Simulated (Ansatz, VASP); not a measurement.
# Two plane-wave programs on BeZn4O

```
Be Zn O
1.0
     0.00000    3.47692    3.47692
     3.47692    0.00000    3.47692
     3.47692    3.47692    0.00000
Be Zn O
1 4 1
Direct
  0.00000 0.00000 0.00000
  0.87538 0.37487 0.37487
  0.37487 0.37487 0.37487
  0.37487 0.87538 0.37487
  0.37487 0.37487 0.87538
  0.75000 0.75000 0.75000
```

Change from the starting cell: species swapped into the HfTaV4 type (F-43m, No. 216).

Alike in both runs: functional PBE; k mesh 4 × 4 × 4; occupations gaussian, width 0.2 eV; no spin polarisation.

Ansatz relaxed the structure, and its values are those at the end. VASP's run is a single point on that final structure, the one shown.

|  | VASP | Ansatz |
| --- | --- | --- |
| version | VASP 6.6.1 | Ansatz 0.2.0 |
| potentials or method | VASP PAW PBE potentials, release 64 (Be, Zn, O), cutoff 600 eV | scalar-relativistic, plane waves, PAW |
| valence electrons in the cell | 56 | 56 |

```tsv
	VASP	Ansatz	Ansatz less VASP
gap on the k mesh at the Fermi level (eV)	none	none	-
pressure (GPa)	1.1	0.8	-0.26
rms of the force components (eV/Å)	0.007	0.007	0.0000
```

A gap of «none» marks a metal or a gap that the smearing closes.

The k mesh is coarse, so the values compare programs but aren't converged.
